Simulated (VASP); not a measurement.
CaC2, 3 atoms in the cell. It takes space group I4/mmm (No. 139, tetragonal). Conventional cell: a = 4.062 Å, b = 4.062 Å, c = 6.084 Å, α = 90.00°, β = 90.00°, γ = 90.00°. Within 3.2 Å of Ca (site symmetry 4/mmm) lie 10 C at 2.45 to 2.93 Å. C (site symmetry 4mm) has 1 C at 1.19 Å within 1.6 Å.  This cell differs from its parent crystal: strain +0.050 along x and y, -0.050 along z.

| Property | Result |
| --- | --- |
| Program | VASP 6.6.1 |
| Task | single point |
| Functional | LDA |
| Potentials or basis | VASP PAW LDA potentials, release 64 (Ca_sv, C) |
| Cutoff | 520 eV |
| k mesh | 10 × 10 × 10 |
| Occupations | gaussian, width 0.05 eV |
| Spin | no spin polarisation |
| Dipole correction | no |
| Further INCAR settings | ALGO = Normal; EDIFF = 1e-06; NBANDS = 16 |

Potentials or basis: VASP PAW LDA potentials, release 64 (Ca_sv, C).

Command:

```console
$ cat potpaw_LDA.64/Ca_sv/POTCAR potpaw_LDA.64/C/POTCAR > POTCAR
$ mpirun -np 1 vasp_std > vasp.out
```

Hardware: 1 thread of AMD EPYC 7R13 (shared host).

Question: Estimate the wall time of this run.

Answer: Run time: 2 min on 1 thread of AMD EPYC 7R13 (shared host), peak memory 0.18 GiB. Counts: scf iterations 14, k points 102.
